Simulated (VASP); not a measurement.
Here is a VASP 6.6.1 calculation.

INCAR

```
  PREC = Accurate
  ENCUT = 600
  EDIFF = 1E-6
  ISMEAR = 0
  SIGMA = 0.05
  LREAL = False
  LASPH = True
  NELM = 200
  ALGO = Normal
  ISIF = 2
  LWAVE = False
  LCHARG = False
  ISPIN = 2
  MAGMOM = 0 0 0 2.2 0 0
  LORBIT = 11
  LMAXMIX = 4
  GGA = PS
  NBANDS = 46
  GGA_COMPAT = False
  KPAR = 4
```

File KPOINTS:

```
Automatic mesh
0
Gamma
  9 9 9
```

Contents of POSCAR:

```
Lu2Al3Fe
1.0
    2.6868249371      1.5512391007      4.2252616116
   -2.6868249371      1.5512391007      4.2252616116
    0.0000000000     -3.1024782013      4.2252616116
Al Fe Lu
3 1 2
Direct
    0.0000000000      0.5000000000      0.0000000000
    0.5000000000      0.0000000000      0.0000000000
    0.0000000000      0.0000000000      0.5000000000
    0.0000000000      0.0000000000      0.0000000000
    0.6264383076      0.6264383076      0.6264383076
    0.3735616924      0.3735616924      0.3735616924
```

Potentials or basis: VASP PAW PBE potentials, release 64 (Al, Fe, Lu).

Command:

```console
$ cat potpaw_PBE.64/Al/POTCAR potpaw_PBE.64/Fe/POTCAR potpaw_PBE.64/Lu/POTCAR > POTCAR
$ mpirun -np 4 vasp_std > vasp.out
```

Q: What does it give for the largest force?

A: 0.005 eV/Å.

Q: Predict the net moment.

A: 1.70 μB per cell.

Forces on the atoms (eV/Å):
```
Al   0.000  0.000  0.000
Al   0.000  0.000  0.000
Al   0.000  0.000  0.000
Fe   0.000  0.000  0.000
Lu   0.000  0.000 -0.005
Lu   0.000  0.000  0.005
```

Caveat: the PAW data sets were made with another functional, which shifts forces and pressure a little.
